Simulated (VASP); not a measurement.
Set up this calculation in VASP 6.6.1, as the native input.

| Property | Result |
| --- | --- |
| Task | single point |
| Functional | PBEsol |
| Potentials or basis | VASP PAW PBE potentials, release 64 (Co, Ti_sv) |
| Cutoff | 520 eV |
| k mesh | 9 × 9 × 9 |
| Occupations | fermi-dirac, width 0.05 eV |
| Spin | collinear spin, ferromagnetic start |
| Starting moments | [2.0, 1.0] μB |
| Dipole correction | no |
| Further INCAR settings | ALGO = Normal; EDIFF = 1e-06; NBANDS = 22 |

The structure of TiCo lies in POSCAR:

```
TiCo
1.0
    2.9378279271      0.0000000000      0.0000000000
    0.0000000000      2.9378279271      0.0000000000
    0.0000000000      0.0000000000      2.9378279271
Co Ti
1 1
Direct
    0.5000000000      0.5000000000      0.5000000000
    0.0000000000      0.0000000000      0.0000000000
```

One way to write it, as run:

INCAR

```
SYSTEM = TiCo
  PREC = Accurate
  ENCUT = 520
  EDIFF = 1E-6
  ISMEAR = -1
  SIGMA = 0.05
  LREAL = .False.
  LASPH = .True.
  NELM = 150
  ALGO = Normal
  ISIF = 2
  LWAVE = .False.
  LCHARG = .False.
  ISPIN = 2
  MAGMOM = 2 1
  LORBIT = 11
  LMAXMIX = 4
  GGA = PS
  NBANDS = 22
```

KPOINTS

```
regular mesh
0
Gamma
  9 9 9
  0 0 0
```

Potentials or basis: VASP PAW PBE potentials, release 64 (Co, Ti_sv).

Run with:

```console
$ cat potpaw_PBE.64/Co/POTCAR potpaw_PBE.64/Ti_sv/POTCAR > POTCAR
$ mpirun -np 1 vasp_std > vasp.out
```

Results of the run:

```
Pressure                                              : -0.5 GPa
Net moment                                            : 0.57 μB per cell
Site moments                                          : Co +0.62; Ti -0.02 μB
Valence electrons inside the program's atomic spheres : Co 8.38; Ti 10.36
```

Caveat: the PAW data sets were made with another functional, which shifts forces and pressure a little.

Run time: 16 s on 1 thread of Intel(R) Xeon(R) 6975P-C (Granite Rapids), on a shared host, peak memory 0.16 GiB.
